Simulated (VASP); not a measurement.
Write the native input for VASP 6.6.1 that does the following.

- Task: relaxation of cell and atoms
- Functional: PBEsol
- Potentials or basis: VASP PAW PBE potentials, release 64 (Al, P)
- Cutoff: 500 eV
- k mesh: 10 × 10 × 10
- Occupations: gaussian, width 0.01 eV
- Spin: no spin polarisation
- Target pressure: 22 GPa
- Dipole correction: no
- Further INCAR settings: ALGO = Normal; EDIFF = 1e-07; IBRION = 2; EDIFFG = -0.001; NSW = 80; ISIF = 3

The structure of AlP lies in POSCAR:

```
AlP
1.0
    0.0000000000      2.6433227776      2.6433227776
    2.6433227776      0.0000000000      2.6433227776
    2.6433227776      2.6433227776      0.0000000000
Al P
1 1
Direct
    0.0000000000      0.0000000000      0.0000000000
    0.7500000000      0.7500000000      0.7500000000
```

The input as run:

INCAR

```
SYSTEM = AlP
ALGO = Normal
EDIFF = 1E-7
EDIFFG = -0.001
ENCUT = 500
GGA = PS
GGA_COMPAT = .False.
IBRION = 2
ISIF = 3
ISMEAR = 0
LASPH = .True.
LCHARG = .False.
LREAL = .False.
LWAVE = .False.
NELM = 120
NELMIN = 4
NSW = 80
PREC = Accurate
PSTRESS = 220.0
SIGMA = 0.01
```

KPOINTS

```
k-points
0
Gamma
  10 10 10
  0 0 0
```

Potentials or basis: VASP PAW PBE potentials, release 64 (Al, P).

Command:

```bash
$ cat potpaw_PBE.64/Al/POTCAR potpaw_PBE.64/P/POTCAR > POTCAR
$ mpirun -np 1 vasp_std > vasp.out
```

It gave:

The relaxed volume is 17.15 Å³/atom and the relaxed cell is a = 3.647 Å, b = 3.647 Å, c = 3.647 Å, α = 60.00°, β = 60.00°, γ = 60.00°. The space group after relaxing (to 0.05 Å) is F-43m (No. 216). The energy change on relaxing (the enthalpy is what falls) is +133.4 meV/atom and the ionic steps are 7. The pressure after relaxing is 22.0 GPa and the band gap on the k mesh is 1.05 eV, indirect (least direct gap 3.54 eV).

Caveat: the cell is relaxed towards a set pressure, so the enthalpy falls and the energy may rise; the PAW data sets were made with another functional, which shifts forces and pressure a little.

Wall time 23 s on 1 thread of Intel(R) Xeon(R) 6975P-C (Granite Rapids), on a shared host, peak memory 0.15 GiB.
